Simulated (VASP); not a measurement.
**BN: single point with LDA**

BN:

```xyz
4
Lattice="2.5900 0.0000 0.0000 -1.2950 2.2430 0.0000 0.0000 0.0000 6.1389" Properties=species:S:1:pos:R:3 pbc="T T T"
B     0.0000    1.4954    1.5347
B     1.2950    0.7477    4.6042
N     0.0000    1.4954    4.6042
N     1.2950    0.7477    1.5347
```

This cell differs from its parent crystal: volume 8.916 Å^3 an atom, c/a of the conventional cell 2.3702.

```json
{"Program": "VASP 6.6.1", "Task": "single point", "Functional": "LDA", "Potentials or basis": "VASP PAW LDA potentials, release 64 (B, N)", "Cutoff": "520 eV", "k mesh": "12 × 12 × 4", "Occupations": "gaussian, width 0.05 eV", "Spin": "no spin polarisation"}
```

| Quantity | Value |
| --- | --- |
| Pressure | -25.7 GPa |
| Band gap on the k mesh | 3.77 eV, indirect (least direct gap 4.01 eV) |

Stress tensor (GPa, compression positive):
```
-39.23   0.00   0.00
  0.00 -39.23   0.00
  0.00   0.00   1.44
```

Levels at points of the mesh, in eV from the valence-band top:
```
           k point  band 4  band 5  band 6  band 7  band 8  band 9  band 10  band 11  band 12  band 13
(0.00, 0.00, 0.00)   -3.10   -1.54   -1.54   -1.45   -1.45    5.41    10.32    10.46    10.46    10.71
(0.50, 0.00, 0.00)   -8.45   -4.12   -3.97   -1.81   -0.24    3.77     5.64     8.60     8.68    12.27
(0.00, 0.00, 0.50)   -4.94   -1.50   -1.50   -1.50   -1.50    8.01     8.01    10.58    10.58    10.58
(0.50, 0.00, 0.50)   -8.54   -4.05   -4.05   -0.94   -0.94    4.27     4.27     8.84     8.84    13.08
```

Wall time 41 s on 1 thread of Intel Xeon 8259CL (shared host), peak memory 0.15 GiB.

 A k mesh can miss the band edges.
